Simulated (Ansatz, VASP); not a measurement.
One calculation of Mo3Rh, two programs

The input INCAR:

```
SYSTEM = Mo3Rh
PREC = Accurate ; ENCUT = 600
EDIFF = 1E-7 ; ISMEAR = 0
SIGMA = 0.1 ; LREAL = .FALSE.
LASPH = .TRUE. ; NELM = 60
ALGO = Fast ; ISIF = 3
LWAVE = .FALSE. ; LCHARG = .FALSE.
GGA = PE ; IBRION = 2
NSW = 100 ; EDIFFG = -0.01
```

Contents of KPOINTS:

```
Automatic mesh
0
G
  12 12 12
  0 0 0
```

Contents of POSCAR:

```
Mo3Rh
1.0
    3.9482848211      0.0000000000      0.0000000000
    0.0000000000      3.9482848211      0.0000000000
    0.0000000000      0.0000000000      3.9482848211
Mo Rh
3 1
Direct
    0.0000000000      0.5000000000      0.5000000000
    0.5000000000      0.0000000000      0.5000000000
    0.5000000000      0.5000000000      0.0000000000
    0.0000000000      0.0000000000      0.0000000000
```

Input for Ansatz:

```yaml
crystal:
  lattice:
    - [3.9482848211, 0.0, 0.0]
    - [0.0, 3.9482848211, 0.0]
    - [0.0, 0.0, 3.9482848211]
  atoms:
    - { symbol: Mo, position: [0.0, 0.5, 0.5] }
    - { symbol: Mo, position: [0.5, 0.0, 0.5] }
    - { symbol: Mo, position: [0.5, 0.5, 0.0] }
    - { symbol: Rh, position: [0.0, 0.0, 0.0] }
basis:
  ecutwfc: 420
kpoints:
  mp_grid: { grid: [12, 12, 12] }
hamiltonian:
  xc: pbe
scf:
  occupations: { method: gaussian, width: 0.1 }
output:
  forces: true
  stress: true
  eigenvalues: true
relax:
  adjacent_minimum: "off"
  f_tol: 0.01
  max_steps: 80
  cell: { stress_tol: 0.05 }
```

Change from the starting cell: species swapped into the CsRb3 type (Pm-3m, No. 221).

Alike in both runs: task relaxation of cell and atoms; functional PBE; k mesh 12 × 12 × 12; occupations gaussian, width 0.1 eV; no spin polarisation.

|  | VASP | Ansatz |
| --- | --- | --- |
| version | VASP 6.6.1 | Ansatz 0.2.0 |
| potentials or method | VASP PAW PBE potentials, release 64 (Mo_sv, Rh_pv), cutoff 600 eV | scalar-relativistic, plane waves, PAW |
| valence electrons in the cell | 57 | 59 |

|  | VASP | Ansatz | Ansatz less VASP |
| --- | --- | --- | --- |
| gap on the k mesh at the Fermi level, each at its own relaxed structure (eV) | none | none | - |
| relaxed volume (Å³/atom) | 15.36 | 15.34 | -0.017 |
| relaxed cell length with the largest relative difference (Å) | 3.946 | 3.944 | -0.0015 |

A gap of «none» marks a metal or a gap that the smearing closes. VASP's potentials hold 57 valence electrons a cell and Ansatz's 59, so a difference there can come from the potentials and not from the codes.
